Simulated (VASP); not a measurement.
Here is a VASP 6.6.1 calculation.

The input POSCAR:

```
PtSe
1.0
    0.0000000000      3.0374472300      3.0374472300
    3.0374472300      0.0000000000      3.0374472300
    3.0374472300      3.0374472300      0.0000000000
Pt Se
1 1
Direct
    0.0000000000      0.0000000000      0.0000000000
    0.2500000000      0.2500000000      0.2500000000
```

Contents of INCAR.step1:

```
PREC = Accurate
ENCUT = 520
ISMEAR = -1
SIGMA = 0.05
LREAL = False
LASPH = True
NELM = 80
NBANDS = 15
GGA = PE
ALGO = Normal
EDIFF = 1E-4
LWAVE = True
LCHARG = False
```

Contents of INCAR.step2:

```
PREC = Accurate
ENCUT = 520
EDIFF = 1E-7
ISMEAR = -1
SIGMA = 0.05
LREAL = False
LASPH = True
NELM = 80
ALGO = Normal
ISIF = 2
LWAVE = False
LCHARG = False
METAGGA = R2SCAN
LMIXTAU = True
IVDW = 12
VDW_S6 = 1.0
VDW_S8 = 0.78981345
VDW_A1 = 0.49484001
VDW_A2 = 5.73083694
NBANDS = 15
ISTART = 1
```

File KPOINTS:

```
regular mesh
0
Gamma
  8 8 8
```

Potentials or basis: VASP PAW PBE potentials, release 64 (Pt, Se).

The run is started by

```bash
$ cat potpaw_PBE.64/Pt/POTCAR potpaw_PBE.64/Se/POTCAR > POTCAR
$ cp INCAR.step1 INCAR
$ mpirun -np 1 vasp_std > vasp.out
$ cp INCAR.step2 INCAR
$ mpirun -np 1 vasp_std > vasp.out
```

(1) Estimate the dispersion energy per atom.

(2) Estimate the band gap on the k mesh.

## Answers

(1) -0.174 eV.

(2) zero (band 8 reaches 4.51 eV, above the bottom of band 9 at 1.84 eV).

Caveat: three body term missing; spin-orbit coupling is left out, which moves the levels of the heavy elements.
